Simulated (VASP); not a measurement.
# CdS (R3m) in VASP: further runs

CdS is run at these levels: PBE, r2SCAN; tasks: single point.

Everything below comes from runs of VASP 6.6.1. Logs are shortened: lines on timing, memory, paths and dates and some standing lists are left out, and cuts for length are marked.

**1. The cell of the first run**

It takes space group R3m (No. 160, trigonal). The conventional cell has a = 4.001 Å, b = 4.001 Å, c = 10.531 Å, α = 90.00°, β = 90.00°, γ = 120.00°. Cd (site symmetry 3m) has 4 S at 2.51 to 2.52 Å within 3.3 Å. Within 3.3 Å of S (site symmetry 3m) lie 4 Cd at 2.51 to 2.52 Å.

**2. Single point, PBE (epitaxial 111 strain -3.8%)**

Contents of INCAR:

```
SYSTEM = CdS
PREC     = Accurate       ! precision mode
ENCUT    = 520            ! plane-wave cutoff, eV
EDIFF    = 1E-7           ! SCF threshold, eV
ISMEAR   = -1             ! smearing method
SIGMA    = 0.02           ! smearing width, eV
LREAL    = .False.        ! projectors in reciprocal space
LASPH    = .True.         ! aspherical terms in the spheres
NELM     = 60             ! most SCF steps
ALGO     = Normal         ! electronic algorithm
ISIF     = 2              ! what is computed and relaxed
LWAVE    = .False.        ! write WAVECAR
LCHARG   = .True.         ! write CHGCAR
GGA      = PE             ! functional
LELF     = .True.         ! ELF
LVHAR    = .True.       
NBANDS   = 16             ! bands
```

Contents of KPOINTS:

```
Automatic mesh
0
Gamma
  8 8 8
  0 0 0
```

Contents of POSCAR:

```
CdS
1.0
    0.1406551057      2.9696493917      2.9696493917
    2.9696493917      0.1406551057      2.9696493917
    2.9696493917      2.9696493917      0.1406551057
Cd S
1 1
Direct
    0.0054049610      0.0054049610      0.0054049610
    0.2445950390      0.2445950390      0.2445950390
```

Potentials or basis: VASP PAW PBE potentials, release 64 (Cd, S).

Launch:

```sh
> cat potpaw_PBE.64/Cd/POTCAR potpaw_PBE.64/S/POTCAR > POTCAR
> mpirun -np 1 vasp_std > vasp.out
```

OUTCAR:

```text
SYSTEM = CdS
   PREC = Accurate
   ENCUT = 520
   EDIFF = 1E-7
   ISMEAR = -1
   LREAL = .False.
   LASPH = .True.
   NELM = 60
   ISIF = 2
   GGA = PE

 ion  position               nearest neighbor table
   1  0.005  0.005  0.005-   2 2.51   2 2.51   2 2.51   2 2.52
   2  0.245  0.245  0.245-   1 2.51   1 2.51   1 2.51   1 2.52

  LATTYP: Found a trigonal (rhomboedric) cell.
 ALAT       =     4.2020731643
 COS(alpha) =     0.5467509308

  Lattice vectors:

 A1 = (   0.1406551057,   2.9696493917,   2.9696493917)
 A2 = (   2.9696493917,   0.1406551057,   2.9696493917)
 A3 = (   2.9696493917,   2.9696493917,   0.1406551057)

Analysis of symmetry for initial positions (statically):
=====================================================================
 Subroutine PRICEL returns:
 Original cell was already a primitive cell.

 Routine SETGRP: Setting up the symmetry group for a
 trigonal (rhombohedral) supercell.

 Subroutine GETGRP returns: Found  6 space group operations
 (whereof  6 operations were pure point group operations)
 out of a pool of 12 trial point group operations.

The static configuration has the point symmetry C_3v.

Analysis of symmetry for dynamics (positions and initial velocities):
=====================================================================
 Subroutine PRICEL returns:
 Original cell was already a primitive cell.

 Routine SETGRP: Setting up the symmetry group for a
 trigonal (rhombohedral) supercell.

 Subroutine GETGRP returns: Found  6 space group operations
 (whereof  6 operations were pure point group operations)
 out of a pool of 12 trial point group operations.

The dynamic configuration has the point symmetry C_3v.

 Subroutine INISYM returns: Found  6 space group operations
 (whereof  6 operations are pure point group operations),
 and found     1 'primitive' translations

----------------------------------------------------------------------------------------

                                     Primitive cell

  volume of cell :      48.6591

  direct lattice vectors                    reciprocal lattice vectors
     0.140655106  2.969649392  2.969649392    -0.180830029  0.172652480  0.172652480
     2.969649392  0.140655106  2.969649392     0.172652480 -0.180830029  0.172652480
     2.969649392  2.969649392  0.140655106     0.172652480  0.172652480 -0.180830029

  length of vectors
     4.202073164  4.202073164  4.202073164     0.303837551  0.303837551  0.303837551

  position of ions in fractional coordinates (direct lattice)
     0.005404961  0.005404961  0.005404961
     0.244595039  0.244595039  0.244595039

  ion indices of the primitive-cell ions
   primitive index   ion index
                 1           1
                 2           2

----------------------------------------------------------------------------------------

 KPOINTS: Automatic mesh

Automatic generation of k-mesh.
 Grid dimensions read from file:
 generate k-points for:    8    8    8

 Generating k-lattice:

  Cartesian coordinates                     Fractional coordinates (reciprocal lattice)
    -0.022603754  0.021581560  0.021581560     0.125000000  0.000000000 -0.000000000
     0.021581560 -0.022603754  0.021581560     0.000000000  0.125000000 -0.000000000
     0.021581560  0.021581560 -0.022603754     0.000000000  0.000000000  0.125000000

  Length of vectors
     0.037979694  0.037979694  0.037979694

  Shift w.r.t. Gamma in fractional coordinates (k-lattice)
     0.000000000  0.000000000  0.000000000

 Subroutine IBZKPT returns following result:
 ===========================================

 Found     65 irreducible k-points:

 Following reciprocal coordinates:
            Coordinates               Weight
  0.000000  0.000000  0.000000      1.000000
  0.125000 -0.000000 -0.000000      6.000000
  0.250000 -0.000000 -0.000000      6.000000
  0.375000  0.000000 -0.000000      6.000000
  0.500000 -0.000000 -0.000000      3.000000
  0.125000  0.125000 -0.000000      6.000000
[... 16 lines left out ...]
  0.250000  0.125000  0.125000      6.000000
  0.375000  0.125000  0.125000      6.000000
 [... further k-points ...]
   k-points           NKPTS =     65   k-points in BZ     NKDIM =     65   number of bands    NBANDS=     16
   number of dos      NEDOS =    301   number of ions     NIONS =      2
   total plane-waves  NPLWV =  32768
   dimension x,y,z NGX =    32 NGY =   32 NGZ =   32
   dimension x,y,z NGXF=    64 NGYF=   64 NGZF=   64
   ions per type =               1   1
   NGX,Y,Z   is equivalent  to a cutoff of  12.66, 12.66, 12.66 a.u.
   NGXF,Y,Z  is equivalent  to a cutoff of  25.32, 25.32, 25.32 a.u.
 SYSTEM =  CdS
   PREC   = accura    normal or accurate (medium, high low for compatibility)
   ISTART =      0    job   : 0-new  1-cont  2-samecut
   ICHARG =      2    charge: 1-file 2-atom 10-const
   ISPIN  =      1    spin polarized calculation?
   LNONCOLLINEAR =      F non collinear calculations
   LSORBIT =      F    spin-orbit coupling
   LASPH  =      T    aspherical Exc in radial PAW
   ENCUT  =  520.0 eV  38.22 Ry    6.18 a.u.   7.81  7.81  7.81*2*pi/ulx,y,z
   NELM   =     60;   NELMIN=  2; NELMDL= -5     # of ELM steps
   EDIFF  = 0.1E-06   stopping-criterion for ELM
   LREAL  =      F    real-space projection
   EDIFFG = 0.1E-05   stopping-criterion for IOM
   NSW    =      0    number of steps for IOM
   IBRION =     -1    ionic relax: 0-MD 1-quasi-New 2-CG
   NFREE  =      0    steps in history (QN), initial steepest desc. (CG)
   ISIF   =      2    stress and relaxation
   ISYM   =      2    0-nonsym 1-usesym 2-fastsym
   POTIM  = 0.5000    time-step for ionic-motion
   TEBEG  =    0.0;   TEEND  =   0.0 temperature during run
   PSTRESS=    0.0 pullay stress
   NELECT =      18.0000    total number of electrons
   NUPDOWN=      -1.0000    fix difference up-down
   EMIN   =  10.00;   EMAX   =-10.00  energy-range for DOS
   EFERMI =   0.00;   METHOD = LEGACY
   ISMEAR =    -1;   SIGMA  =   0.02  broadening in eV -4-tet -1-fermi 0-gaus
   EFERMI_NEDOS =   21; number of points for ismear=-14 and -15
   IALGO  =     38    algorithm
   IMIX   =      4    mixing-type and parameters
     AMIX     =   0.40;   BMIX     =  1.00
     AMIX_MAG =   1.60;   BMIX_MAG =  1.00
  volume/ion in A,a.u.               =      24.33       164.18
  Fermi-wavevector in a.u.,A,eV,Ry     =   1.175197  2.220801 18.790859  1.381089
  Thomas-Fermi vector in A             =   2.311582
   LORBIT       =      0    0 simple, 1 ext, 2 COOP (PROOUT), +10 PAW based schemes
   GGA     = PE    functional components
   LHFCALC =     F    Hartree Fock is set to
   AEXX    =    0.0000 exact exchange contribution
   IVDW    =     0    specifies the selected vdW correction
   LEPSILON=     F    determine dielectric tensor
   LRPA    =     F    only Hartree local field effects (RPA)
 non-spin polarized calculation
  energy-cutoff  :      520.00
  volume of cell :       48.66
 maximum number of plane-waves:      1334
   NGX = 15   NGY = 15   NGZ = 15

 number of electron      18.0000003 magnetization

 Free energy of the ion-electron system (eV)
  ---------------------------------------------------
  ext. energy  EPLUGINS =         0.00000000
  ---------------------------------------------------
  free energy    TOTEN  =        -6.07257917 eV

  energy without entropy =       -6.07257917  energy(sigma->0) =       -6.07257917

 E-fermi :   2.0219     XC(G=0):  -9.2506

 val. band max:        1.5850968661   @ k =   0.0000   0.0000   0.0000
 cond. band min:       2.5950803350   @ k =   0.0000   0.0000   0.0000
 fundamental gap:      1.0099834690
 Fermi energy:         2.0219431166

 k-point     1 :       0.0000    0.0000    0.0000
  band No.  band energies     occupation
      1     -10.9896      2.00000
      2      -6.3518      2.00000
      3      -6.2905      2.00000
      4      -6.2905      2.00000
      5      -5.8187      2.00000
      6      -5.8187      2.00000
[... 8 lines left out ...]
     15      12.9889      0.00000
     16      13.0032      0.00000

 k-point     2 :       0.1250   -0.0000   -0.0000
  band No.  band energies     occupation
      1     -10.9216      2.00000
      2      -6.3287      2.00000
      3      -6.2685      2.00000
      4      -6.2348      2.00000
      5      -5.8227      2.00000
      6      -5.8176      2.00000
[... 8 lines left out ...]
     15      12.4654      0.00000
     16      13.5211      0.00000

 k-point     3 :       0.2500   -0.0000   -0.0000
  band No.  band energies     occupation
      1     -10.7566      2.00000
      2      -6.2708      2.00000
      3      -6.2238      2.00000
      4      -6.0409      2.00000
      5      -5.8223      2.00000
      6      -5.8041      2.00000
[... 8 lines left out ...]
     15      12.4328      0.00000
     16      12.7737      0.00000

 k-point     4 :       0.3750    0.0000   -0.0000
  band No.  band energies     occupation
      1     -10.5921      2.00000
      2      -6.2219      2.00000
      3      -6.1941      2.00000
      4      -5.8185      2.00000
      5      -5.7716      2.00000
      6      -5.6597      2.00000
[... 8 lines left out ...]
     15      12.5967      0.00000
     16      13.5262      0.00000
[... 324 lines left out ...]
 k-point    22 :       0.1250    0.1250    0.1250
  band No.  band energies     occupation
      1     -10.9304      2.00000
      2      -6.2988      2.00000
      3      -6.2699      2.00000
      4      -6.2699      2.00000
      5      -5.8192      2.00000
      6      -5.8192      2.00000
[... 8 lines left out ...]
     15      12.5380      0.00000
     16      13.7209      0.00000

 k-point    23 :       0.2500    0.1250    0.1250
  band No.  band energies     occupation
      1     -10.8344      2.00000
      2      -6.2518      2.00000
      3      -6.2452      2.00000
      4      -6.1783      2.00000
      5      -5.8295      2.00000
      6      -5.8080      2.00000
[... 8 lines left out ...]
     15      12.3826      0.00000
     16      14.4353      0.00000

 k-point    24 :       0.3750    0.1250    0.1250
  band No.  band energies     occupation
      1     -10.6703      2.00000
      2      -6.2082      2.00000
      3      -6.1972      2.00000
      4      -5.9270      2.00000
      5      -5.8188      2.00000
      6      -5.7868      2.00000
[... 8 lines left out ...]
     15      12.7243      0.00000
     16      13.6555      0.00000

 [... further k-points ...]

------------------------ aborting loop because EDIFF is reached ----------------------------------------

  FORCE on cell =-STRESS in cart. coord.  units (eV):
  Direction    XX          YY          ZZ          XY          YZ          ZX
  --------------------------------------------------------------------------------------
  -------------------------------------------------------------------------------------
  Total        1.3040155      1.3040155      1.3040155     -0.3691298     -0.3691298     -0.3691298
  in kB       42.9367259     42.9367259     42.9367259    -12.1541704    -12.1541704    -12.1541704
  external PRESSURE =      42.9367259 kB  Pullay stress =       0.0000000 kB

 VOLUME and BASIS-vectors are now :
 -----------------------------------------------------------------------------
  energy-cutoff  :      520.00
  volume of cell :       48.66
      direct lattice vectors                 reciprocal lattice vectors
     0.140655106  2.969649392  2.969649392    -0.180830029  0.172652480  0.172652480
     2.969649392  0.140655106  2.969649392     0.172652480 -0.180830029  0.172652480
     2.969649392  2.969649392  0.140655106     0.172652480  0.172652480 -0.180830029

 POSITION                                       TOTAL-FORCE (eV/Angst)
 -----------------------------------------------------------------------------------
      0.03286      0.03286      0.03286         0.002714      0.002714      0.002714
      1.48713      1.48713      1.48713        -0.002714     -0.002714     -0.002714
 -----------------------------------------------------------------------------------
    total drift:                                0.000083      0.000083      0.000083

  FREE ENERGIE OF THE ION-ELECTRON SYSTEM (eV)
  ---------------------------------------------------
  free  energy   TOTEN  =        -6.0725791685 eV

  energy  without entropy=       -6.0725791685  energy(sigma->0) =       -6.07257917
```

Wall time 38 s (1 thread of Intel Xeon 6975P-C, shared host); peak memory 0.2 GiB.

What came out:

```
Free energy            : -6.0726 eV
Pressure               : 4.3 GPa
Largest force          : 0.005 eV/Å
Band gap on the k mesh : 1.01 eV, direct
```

Forces on the atoms (eV/Å):
```
Cd   0.003  0.003  0.003
S   -0.003 -0.003 -0.003
```

Caveat: the cell differs from its parent crystal (epitaxial 111 strain -3.8%).

**3. Single point, r2SCAN (epitaxial 111 strain -3.8%)**

POSCAR is that of step 2.

Contents of INCAR.step1:

```
ALGO     = Normal         # electronic algorithm
EDIFF    = 1E-4           # SCF threshold, eV
ENCUT    = 520            # plane-wave cutoff, eV
GGA      = PE             # functional
ISMEAR   = 0              # smearing method
LASPH    = T              # aspherical terms in the spheres
LCHARG   = F              # write CHGCAR
LREAL    = F              # projectors in reciprocal space
LWAVE    = T              # write WAVECAR
NBANDS   = 16             # bands
NELM     = 100            # most SCF steps
PREC     = Accurate       # precision mode
SIGMA    = 0.01           # smearing width, eV
```

Contents of INCAR.step2:

```
ALGO     = Normal         # electronic algorithm
EDIFF    = 1E-6           # SCF threshold, eV
ENCUT    = 520            # plane-wave cutoff, eV
ISIF     = 2              # what is computed and relaxed
ISMEAR   = 0              # smearing method
ISTART   = 1            
LASPH    = T              # aspherical terms in the spheres
LCHARG   = F              # write CHGCAR
LMIXTAU  = T            
LREAL    = F              # projectors in reciprocal space
LWAVE    = F              # write WAVECAR
METAGGA  = R2SCAN         # meta-GGA
NBANDS   = 16             # bands
NELM     = 100            # most SCF steps
PREC     = Accurate       # precision mode
SIGMA    = 0.01           # smearing width, eV
```

Contents of KPOINTS:

```
k-points
0
Gamma
  8 8 8
```

Potentials or basis: VASP PAW PBE potentials, release 64 (Cd, S).

Launch:

```sh
> cat potpaw_PBE.64/Cd/POTCAR potpaw_PBE.64/S/POTCAR > POTCAR
> cp INCAR.step1 INCAR
> mpirun -np 1 vasp_std > vasp.out
> cp INCAR.step2 INCAR
> mpirun -np 1 vasp_std > vasp.out
```

Run time: 1.8 min. Hardware: 1 thread of Intel Xeon 6975P-C, shared host; peak memory 0.22 GiB.

The run converged. Its results:

| Quantity | Value |
| --- | --- |
| Free energy | -29.6370 eV |
| Pressure | 2.9 GPa |
| Largest force | 0.007 eV/Å |
| Band gap on the k mesh | 1.45 eV, direct |

Forces in eV/Å, atoms in the order of the input:
```
Cd   0.004  0.004  0.004
S   -0.004 -0.004 -0.004
```

Stress tensor (GPa, compression positive):
```
 2.90 -1.27 -1.27
-1.27  2.90 -1.27
-1.27 -1.27  2.90
```

Levels at points of the mesh, in eV from the valence-band top:
```
           k point  band 7  band 8  band 9  band 10  band 11  band 12
(0.00, 0.00, 0.00)   -0.36    0.00    0.00     1.45     6.49     7.31
(0.50, 0.00, 0.00)   -4.60   -1.14   -0.75     3.22     7.21     7.26
(0.50, 0.50, 0.00)   -4.15   -2.27   -1.87     3.53     4.83     9.60
(0.50, 0.50, 0.50)   -4.90   -0.73   -0.73     3.90     7.53     7.83
```

Caveat: the cell differs from its parent crystal (epitaxial 111 strain -3.8%); the PAW data sets were made with another functional, which shifts forces and pressure a little.
